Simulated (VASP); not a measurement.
LuH2:

```
Lu H
1.0
     0.00000    2.51650    2.51650
     2.51650    0.00000    2.51650
     2.51650    2.51650    0.00000
Lu H
1 2
Direct
  0.00000 0.00000 0.00000
  0.25000 0.25000 0.25000
  0.75000 0.75000 0.75000
```

| Property | Result |
| --- | --- |
| Program | VASP 6.6.1 |
| Task | relaxation of cell and atoms |
| Functional | PBEsol |
| Potentials or basis | VASP PAW PBE potentials, release 64 (Lu, H) |
| Cutoff | 600 eV |
| k mesh | 12 × 12 × 12 |
| Occupations | fermi-dirac, width 0.05 eV |
| Spin | no spin polarisation |

At the start: pressure -3.7 GPa; volume 10.62 Å³/atom.

Question: Where does the relaxation end?

Answer: Over 15 steps the energy falls by 5.0 meV/atom and the volume is 10.20 Å³/atom (-4.0 %); space group Fm-3m (No. 225, to 0.05 Å).

The path:
```csv
step,energy change (eV),largest force (eV/Å),pressure (GPa),volume (Å³)
1,0.0000,0.0000,-3.67,31.87
2,-0.0148,0.0000,-0.45,30.76
3,-0.0150,0.0000,-0.07,30.63
4,-0.0150,0.0000,-0.07,30.61
5,-0.0150,0.0000,0.13,30.56
6,-0.0150,0.0000,0.14,30.58
7,-0.0150,0.0000,0.04,30.62
8,-0.0150,0.0000,-0.06,30.64
9,-0.0150,0.0000,-0.11,30.63
10,-0.0150,0.0000,-0.17,30.62
11,-0.0150,0.0000,-0.04,30.62
12,-0.0150,0.0000,-0.05,30.61
13,-0.0150,0.0000,0.09,30.57
14,-0.0150,0.0000,0.09,30.60
15,-0.0150,0.0000,0.03,30.61
```

Final structure:
```
Lu H
1.0
     0.00000    2.48270    2.48270
     2.48270    0.00000    2.48270
     2.48270    2.48270    0.00000
Lu H
1 2
Direct
  0.00000 0.00000 0.00000
  0.25000 0.25000 0.25000
  0.75000 0.75000 0.75000
```

Caveat: the PAW data sets were made with another functional, which shifts forces and pressure a little.
